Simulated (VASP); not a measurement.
# AlN (Fm-3m) in VASP: a series of runs

Runs on AlN. Level: PBEsol. Tasks: single point, relaxation of cell and atoms.

All numbers are computed with VASP 6.6.1; they aren't measurements. Logs are shortened: lines on timing, memory, paths and dates and some standing lists are left out, and cuts for length are marked.

## Step 1: The cell of the first run

Symmetry: Fm-3m, No. 225, cubic system. Conventional cell: a = 4.125 Å, b = 4.125 Å, c = 4.125 Å, α = 90.00°, β = 90.00°, γ = 90.00°. Within 2.7 Å of Al (site symmetry m-3m) lie 6 N at 2.06 Å. Within 2.7 Å of N (site symmetry m-3m) lie 6 Al at 2.06 Å.

## Step 2: Single point, PBEsol (8.77 Å³/atom)

The input, INCAR:

```
SYSTEM = AlN
  PREC = Accurate
  ENCUT = 600
  EDIFF = 1E-6
  ISMEAR = 0
  SIGMA = 0.02
  LREAL = .FALSE.
  LASPH = .TRUE.
  NELM = 120
  ALGO = Normal
  ISIF = 2
  LWAVE = .FALSE.
  LCHARG = .FALSE.
  GGA = PS
  NBANDS = 11
  GGA_COMPAT = .FALSE.
```

The input, KPOINTS:

```
regular mesh
0
G
  10 10 10
  0 0 0
```

The input, POSCAR:

```
AlN
1.0
    0.0000000000      2.0622582894      2.0622582894
    2.0622582894      0.0000000000      2.0622582894
    2.0622582894      2.0622582894      0.0000000000
Al N
1 1
Direct
    0.5000000000      0.5000000000      0.5000000000
    0.0000000000      0.0000000000      0.0000000000
```

Potentials or basis: VASP PAW PBE potentials, release 64 (Al, N).

Launch:

```sh
cat potpaw_PBE.64/Al/POTCAR potpaw_PBE.64/N/POTCAR > POTCAR
mpirun -np 1 vasp_std > vasp.out
```

OUTCAR:

```text
SYSTEM = AlN
   PREC = Accurate
   ENCUT = 600
   EDIFF = 1E-6
   ISMEAR = 0
   LREAL = .FALSE.
   LASPH = .TRUE.
   NELM = 120
   ISIF = 2
   GGA = PS

 ion  position               nearest neighbor table
   1  0.500  0.500  0.500-   2 2.06   2 2.06   2 2.06   2 2.06   2 2.06   2 2.06
   2  0.000  0.000  0.000-   1 2.06   1 2.06   1 2.06   1 2.06   1 2.06   1 2.06

  LATTYP: Found a face centered cubic cell.
 ALAT       =     4.1245165788

  Lattice vectors:

 A1 = (   0.0000000000,   2.0622582894,   2.0622582894)
 A2 = (   2.0622582894,   0.0000000000,   2.0622582894)
 A3 = (   2.0622582894,   2.0622582894,   0.0000000000)

Analysis of symmetry for initial positions (statically):
=====================================================================
 Subroutine PRICEL returns:
 Original cell was already a primitive cell.

 Routine SETGRP: Setting up the symmetry group for a
 face centered cubic supercell.

 Subroutine GETGRP returns: Found 48 space group operations
 (whereof 48 operations were pure point group operations)
 out of a pool of 48 trial point group operations.

The static configuration has the point symmetry O_h .

Analysis of symmetry for dynamics (positions and initial velocities):
=====================================================================
 Subroutine PRICEL returns:
 Original cell was already a primitive cell.

 Routine SETGRP: Setting up the symmetry group for a
 face centered cubic supercell.

 Subroutine GETGRP returns: Found 48 space group operations
 (whereof 48 operations were pure point group operations)
 out of a pool of 48 trial point group operations.

The dynamic configuration has the point symmetry O_h .

 Subroutine INISYM returns: Found 48 space group operations
 (whereof 48 operations are pure point group operations),
 and found     1 'primitive' translations

----------------------------------------------------------------------------------------

                                     Primitive cell

  volume of cell :      17.5412

  direct lattice vectors                    reciprocal lattice vectors
     0.000000000  2.062258289  2.062258289    -0.242452656  0.242452656  0.242452656
     2.062258289  0.000000000  2.062258289     0.242452656 -0.242452656  0.242452656
     2.062258289  2.062258289  0.000000000     0.242452656  0.242452656 -0.242452656

  length of vectors
     2.916473642  2.916473642  2.916473642     0.419940319  0.419940319  0.419940319

  position of ions in fractional coordinates (direct lattice)
     0.500000000  0.500000000  0.500000000
     0.000000000  0.000000000  0.000000000

  ion indices of the primitive-cell ions
   primitive index   ion index
                 1           1
                 2           2

----------------------------------------------------------------------------------------

 KPOINTS: regular mesh

Automatic generation of k-mesh.
 Grid dimensions read from file:
 generate k-points for:   10   10   10

 Generating k-lattice:

  Cartesian coordinates                     Fractional coordinates (reciprocal lattice)
    -0.024245266  0.024245266  0.024245266     0.100000000  0.000000000  0.000000000
     0.024245266 -0.024245266  0.024245266     0.000000000  0.100000000  0.000000000
     0.024245266  0.024245266 -0.024245266     0.000000000  0.000000000  0.100000000

  Length of vectors
     0.041994032  0.041994032  0.041994032

  Shift w.r.t. Gamma in fractional coordinates (k-lattice)
     0.000000000  0.000000000  0.000000000

 Subroutine IBZKPT returns following result:
 ===========================================

 Found     47 irreducible k-points:

 Following reciprocal coordinates:
            Coordinates               Weight
  0.000000  0.000000  0.000000      1.000000
  0.100000  0.000000  0.000000      8.000000
  0.200000  0.000000  0.000000      8.000000
  0.300000  0.000000  0.000000      8.000000
  0.400000  0.000000  0.000000      8.000000
  0.500000  0.000000  0.000000      4.000000
[... 16 lines left out ...]
  0.300000  0.300000  0.000000      6.000000
  0.400000  0.300000  0.000000     24.000000
 [... further k-points ...]
   k-points           NKPTS =     47   k-points in BZ     NKDIM =     47   number of bands    NBANDS=     11
   number of dos      NEDOS =    301   number of ions     NIONS =      2
   total plane-waves  NPLWV =  13824
   dimension x,y,z NGX =    24 NGY =   24 NGZ =   24
   dimension x,y,z NGXF=    48 NGYF=   48 NGZF=   48
   ions per type =               1   1
   NGX,Y,Z   is equivalent  to a cutoff of  13.68, 13.68, 13.68 a.u.
   NGXF,Y,Z  is equivalent  to a cutoff of  27.36, 27.36, 27.36 a.u.
 SYSTEM =  AlN
   PREC   = accura    normal or accurate (medium, high low for compatibility)
   ISTART =      0    job   : 0-new  1-cont  2-samecut
   ICHARG =      2    charge: 1-file 2-atom 10-const
   ISPIN  =      1    spin polarized calculation?
   LNONCOLLINEAR =      F non collinear calculations
   LSORBIT =      F    spin-orbit coupling
   LASPH  =      T    aspherical Exc in radial PAW
   ENCUT  =  600.0 eV  44.10 Ry    6.64 a.u.   5.82  5.82  5.82*2*pi/ulx,y,z
   NELM   =    120;   NELMIN=  2; NELMDL= -5     # of ELM steps
   EDIFF  = 0.1E-05   stopping-criterion for ELM
   LREAL  =      F    real-space projection
   EDIFFG = 0.1E-04   stopping-criterion for IOM
   NSW    =      0    number of steps for IOM
   IBRION =     -1    ionic relax: 0-MD 1-quasi-New 2-CG
   NFREE  =      0    steps in history (QN), initial steepest desc. (CG)
   ISIF   =      2    stress and relaxation
   ISYM   =      2    0-nonsym 1-usesym 2-fastsym
   POTIM  = 0.5000    time-step for ionic-motion
   TEBEG  =    0.0;   TEEND  =   0.0 temperature during run
   PSTRESS=    0.0 pullay stress
   NELECT =       8.0000    total number of electrons
   NUPDOWN=      -1.0000    fix difference up-down
   EMIN   =  10.00;   EMAX   =-10.00  energy-range for DOS
   EFERMI =   0.00;   METHOD = LEGACY
   ISMEAR =     0;   SIGMA  =   0.02  broadening in eV -4-tet -1-fermi 0-gaus
   EFERMI_NEDOS =   21; number of points for ismear=-14 and -15
   IALGO  =     38    algorithm
   IMIX   =      4    mixing-type and parameters
     AMIX     =   0.40;   BMIX     =  1.00
     AMIX_MAG =   1.60;   BMIX_MAG =  1.00
  volume/ion in A,a.u.               =       8.77        59.19
  Fermi-wavevector in a.u.,A,eV,Ry     =   1.260139  2.381317 21.605374  1.587950
  Thomas-Fermi vector in A             =   2.393664
   LORBIT       =      0    0 simple, 1 ext, 2 COOP (PROOUT), +10 PAW based schemes
   GGA     = PS    functional components
   LHFCALC =     F    Hartree Fock is set to
   AEXX    =    0.0000 exact exchange contribution
   IVDW    =     0    specifies the selected vdW correction
   LEPSILON=     F    determine dielectric tensor
   LRPA    =     F    only Hartree local field effects (RPA)
 non-spin polarized calculation
 Gauss-broadening in eV      SIGMA  =   0.02
  energy-cutoff  :      600.00
  volume of cell :       17.54
 maximum number of plane-waves:       600
   NGX = 11   NGY = 11   NGZ = 11

 number of electron       8.0000001 magnetization

 Free energy of the ion-electron system (eV)
  ---------------------------------------------------
  ext. energy  EPLUGINS =         0.00000000
  ---------------------------------------------------
  free energy    TOTEN  =       -15.40663718 eV

  energy without entropy =      -15.40663718  energy(sigma->0) =      -15.40663718

 E-fermi :   9.2959     XC(G=0): -12.1743

 val. band max:        9.1312423159   @ k =   0.0000   0.0000   0.0000
 cond. band min:      13.1322890757   @ k =   0.5000   0.5000   0.0000
 fundamental gap:      4.0010467598
 Fermi energy:         9.2958913684

 k-point     1 :       0.0000    0.0000    0.0000
  band No.  band energies     occupation
      1      -7.8880      2.00000
      2       9.1312      2.00000
      3       9.1312      2.00000
      4       9.1312      2.00000
      5      13.9694      0.00000
      6      20.9674      0.00000
      7      20.9674      0.00000
      8      20.9674      0.00000
      9      25.8867      0.00000
     10      26.3865      0.00000
     11      26.3865      0.00000

 k-point     2 :       0.1000    0.0000    0.0000
  band No.  band energies     occupation
      1      -7.6930      2.00000
      2       8.1083      2.00000
      3       9.0198      2.00000
      4       9.0198      2.00000
      5      14.6345      0.00000
      6      20.0564      0.00000
      7      21.2362      0.00000
      8      21.2362      0.00000
      9      24.6465      0.00000
     10      24.6465      0.00000
     11      26.4446      0.00000

 k-point     3 :       0.2000    0.0000    0.0000
  band No.  band energies     occupation
      1      -7.1268      2.00000
      2       6.0254      2.00000
      3       8.7490      2.00000
      4       8.7490      2.00000
      5      15.3903      0.00000
      6      19.4351      0.00000
      7      21.2882      0.00000
      8      21.2882      0.00000
      9      24.1446      0.00000
     10      24.1446      0.00000
     11      25.7441      0.00000

 k-point     4 :       0.3000    0.0000    0.0000
  band No.  band energies     occupation
      1      -6.2621      2.00000
      2       3.7961      2.00000
      3       8.4485      2.00000
      4       8.4485      2.00000
      5      15.2724      0.00000
      6      20.1625      0.00000
      7      20.4810      0.00000
      8      20.4810      0.00000
      9      24.9827      0.00000
     10      25.6288      0.00000
     11      25.6288      0.00000
[... 239 lines left out ...]
 k-point    22 :      -0.2000    0.2000    0.0000
  band No.  band energies     occupation
      1      -5.9826      2.00000
      2       4.2942      2.00000
      3       6.3411      2.00000
      4       8.5171      2.00000
      5      17.1286      0.00000
      6      18.7625      0.00000
      7      19.2521      0.00000
      8      20.9954      0.00000
      9      23.7217      0.00000
     10      27.5097      0.00000
     11      28.5885      0.00000

 k-point    23 :       0.3000    0.3000    0.0000
  band No.  band energies     occupation
      1      -5.7525      2.00000
      2       4.4551      2.00000
      3       7.2057      2.00000
      4       7.2057      2.00000
      5      15.3449      0.00000
      6      15.7124      0.00000
      7      20.1467      0.00000
      8      23.9734      0.00000
      9      23.9734      0.00000
     10      29.0279      0.00000
     11      32.2199      0.00000

 k-point    24 :       0.4000    0.3000    0.0000
  band No.  band energies     occupation
      1      -5.0428      2.00000
      2       3.4832      2.00000
      3       6.4643      2.00000
      4       6.9609      2.00000
      5      14.7517      0.00000
      6      15.8045      0.00000
      7      20.6036      0.00000
      8      23.9167      0.00000
      9      24.6068      0.00000
     10      30.2105      0.00000
     11      32.8987      0.00000

 [... further k-points ...]
[... 5 lines left out ...]
  --------------------------------------------------------------------------------------
  -------------------------------------------------------------------------------------
  Total       -1.5201051     -1.5201051     -1.5201051     -0.0000000     -0.0000000     -0.0000000
  in kB     -138.8433346   -138.8433346   -138.8433346     -0.0000000     -0.0000000     -0.0000000
  external PRESSURE =    -138.8433346 kB  Pullay stress =       0.0000000 kB

 VOLUME and BASIS-vectors are now :
 -----------------------------------------------------------------------------
  energy-cutoff  :      600.00
  volume of cell :       17.54
      direct lattice vectors                 reciprocal lattice vectors
     0.000000000  2.062258289  2.062258289    -0.242452656  0.242452656  0.242452656
     2.062258289  0.000000000  2.062258289     0.242452656 -0.242452656  0.242452656
     2.062258289  2.062258289  0.000000000     0.242452656  0.242452656 -0.242452656

 POSITION                                       TOTAL-FORCE (eV/Angst)
 -----------------------------------------------------------------------------------
      2.06226      2.06226      2.06226         0.000000     -0.000000     -0.000000
      0.00000      0.00000      0.00000        -0.000000      0.000000      0.000000
 -----------------------------------------------------------------------------------
    total drift:                                0.000000     -0.000000     -0.000000

  FREE ENERGIE OF THE ION-ELECTRON SYSTEM (eV)
  ---------------------------------------------------
  free  energy   TOTEN  =       -15.4066371783 eV

  energy  without entropy=      -15.4066371783  energy(sigma->0) =      -15.40663718
```

Run time: 11 s. Hardware: 1 thread of Intel Xeon 8259CL, shared host; peak memory 0.14 GiB.

Results:

| Item | Value |
| --- | --- |
| Free energy | -15.4066 eV |
| Pressure | -13.9 GPa |
| Band gap on the k mesh | 4.00 eV (least direct gap 4.84 eV) |

Caveat: the cell stands under tension; the PAW data sets were made with another functional, which shifts forces and pressure a little. A k mesh can miss the band edges.

## Step 3: Single point, PBEsol (9.02 Å³/atom)

This run uses another cell than the first one, of 9.02 Å³/atom.

The input, INCAR:

```
PREC = Accurate
ENCUT = 600
EDIFF = 1E-6
ISMEAR = 0
SIGMA = 0.02
LREAL = F
LASPH = T
NELM = 120
ALGO = Normal
ISIF = 2
LWAVE = F
LCHARG = F
GGA = PS
NBANDS = 11
GGA_COMPAT = F
```

The input, KPOINTS:

```
regular mesh
0
Gamma
  10 10 10
```

The input, POSCAR:

```
AlN
1.0
    0.0000000000      2.0815328485      2.0815328485
    2.0815328485      0.0000000000      2.0815328485
    2.0815328485      2.0815328485      0.0000000000
Al N
1 1
Direct
    0.5000000000      0.5000000000      0.5000000000
    0.0000000000      0.0000000000      0.0000000000
```

Potentials or basis: VASP PAW PBE potentials, release 64 (Al, N).

Launch:

```sh
cat potpaw_PBE.64/Al/POTCAR potpaw_PBE.64/N/POTCAR > POTCAR
mpirun -np 1 vasp_std > vasp.out
```

Wall time 12 s (1 thread of Intel Xeon 8259CL, shared host); peak memory 0.14 GiB.

The run converged. Its results:

* Free energy: -15.3559 eV
* Pressure: -19.3 GPa
* Band gap on the k mesh: 3.75 eV (least direct gap 4.47 eV)

Levels at points of the mesh, in eV from the valence-band top:
```csv
k point,band 1,band 2,band 3,band 4,band 5,band 6,band 7,band 8,band 9
"(0.00, 0.00, 0.00)",-16.78,0.00,0.00,0.00,4.47,11.75,11.75,11.75,16.59
"(0.50, 0.00, 0.00)",-13.82,-7.82,-0.94,-0.94,5.51,10.22,10.22,11.97,15.07
"(0.50, 0.50, 0.00)",-12.94,-6.87,-2.60,-2.60,3.75,5.27,12.93,15.83,15.83
```

Caveat: the cell stands under tension; the PAW data sets were made with another functional, which shifts forces and pressure a little.

## Step 4: Relaxation of cell and atoms, PBEsol

This run uses another cell than the first one, of 8.37 Å³/atom.

The input, INCAR:

```
ALGO     = Normal         # electronic algorithm
EDIFF    = 1E-7           # SCF threshold, eV
EDIFFG   = -0.003         # ionic threshold
ENCUT    = 600            # plane-wave cutoff, eV
GGA      = PS             # functional
GGA_COMPAT= False        
IBRION   = 2              # ionic algorithm
ISIF     = 3              # what is computed and relaxed
ISMEAR   = 0              # smearing method
LASPH    = True           # aspherical terms in the spheres
LCHARG   = False          # write CHGCAR
LREAL    = False          # projectors in reciprocal space
LWAVE    = False          # write WAVECAR
NELM     = 120            # most SCF steps
NELMIN   = 4            
NSW      = 50             # ionic steps
PREC     = Accurate       # precision mode
SIGMA    = 0.02           # smearing width, eV
```

The input, KPOINTS:

```
k-points
0
Gamma
  10 10 10
```

The input, POSCAR:

```
AlN
1.0
    0.0000000000      2.0307115020      2.0307115020
    2.0307115020      0.0000000000      2.0307115020
    2.0307115020      2.0307115020      0.0000000000
Al N
1 1
Direct
    0.5000000000      0.5000000000      0.5000000000
    0.0000000000      0.0000000000      0.0000000000
```

Launch:

```sh
cat potpaw_PBE.64/Al/POTCAR potpaw_PBE.64/N/POTCAR > POTCAR
mpirun -np 1 vasp_std > vasp.out
```

Run time: 22 s. Hardware: 1 thread of Intel Xeon 8259CL, shared host; peak memory 0.14 GiB.

It converged, with:

* Free energy: -15.4511 eV
* Relaxed volume: 8.27 Å³/atom
* Relaxed cell: a = 2.859 Å, b = 2.859 Å, c = 2.859 Å, α = 60.00°, β = 60.00°, γ = 60.00°
* Space group after relaxing (to 0.1 Å): Fm-3m (No. 225)
* Energy gained by relaxing: 1.1 meV/atom
* Ionic steps: 3
* Pressure after relaxing: 0.0 GPa
* Band gap on the k mesh: 4.55 eV (least direct gap 5.66 eV)

Step by step:
| step | energy change (eV) | largest force (eV/Å) | pressure (GPa) | volume (Å³) |
| --- | --- | --- | --- | --- |
| 1 | 0.0000 | 0.0000 | -3.33 | 16.75 |
| 2 | -0.0002 | 0.0000 | 3.32 | 16.33 |
| 3 | -0.0023 | 0.0000 | 0.00 | 16.53 |

Final structure:
```yaml
crystal:
  lattice:
    - [0.00000, 2.02195, 2.02195]
    - [2.02195, 0.00000, 2.02195]
    - [2.02195, 2.02195, 0.00000]
  atoms:
    - { symbol: Al, position: [0.50000, 0.50000, 0.50000] }
    - { symbol: N, position: [0.00000, 0.00000, 0.00000] }
```

Levels at points of the mesh, in eV from the valence-band top:
| k point | band 1 | band 2 | band 3 | band 4 | band 5 | band 6 | band 7 | band 8 |
| --- | --- | --- | --- | --- | --- | --- | --- | --- |
| (0.00, 0.00, 0.00) | -17.55 | 0.00 | 0.00 | 0.00 | 5.66 | 12.02 | 12.02 | 12.02 |
| (0.50, 0.00, 0.00) | -14.25 | -8.36 | -1.09 | -1.09 | 6.04 | 10.90 | 10.90 | 13.25 |
| (0.50, 0.50, 0.00) | -13.25 | -7.45 | -2.82 | -2.82 | 4.55 | 5.14 | 13.96 | 17.15 |

Caveat: the PAW data sets were made with another functional, which shifts forces and pressure a little. A k mesh can miss the band edges.

## Step 5: The runs side by side

| task | cell | gap on the mesh (eV) | pressure (GPa) |
| --- | --- | --- | --- |
| single point | a = 2.916 Å, angles 60.0°, 2 atoms | 4.00 | -13.9 |
| single point | a = 2.944 Å, angles 60.0°, 2 atoms | 3.75 | -19.3 |
| relaxation of cell and atoms | relaxed from a = 2.872 Å, angles 60.0°, 2 atoms | 4.55 | 0.0 |

Alike in all rows: level PBEsol; potentials or basis VASP PAW PBE potentials, release 64 (Al, N); no spin polarisation; k mesh 10 × 10 × 10; cutoff (eV) 600; smearing gaussian 0.02 eV.

Caveats: the PAW data sets were made with another functional, which shifts forces and pressure a little; the cell stands under tension (at least some runs).

Absolute energies hang on the potentials; compare differences alone.
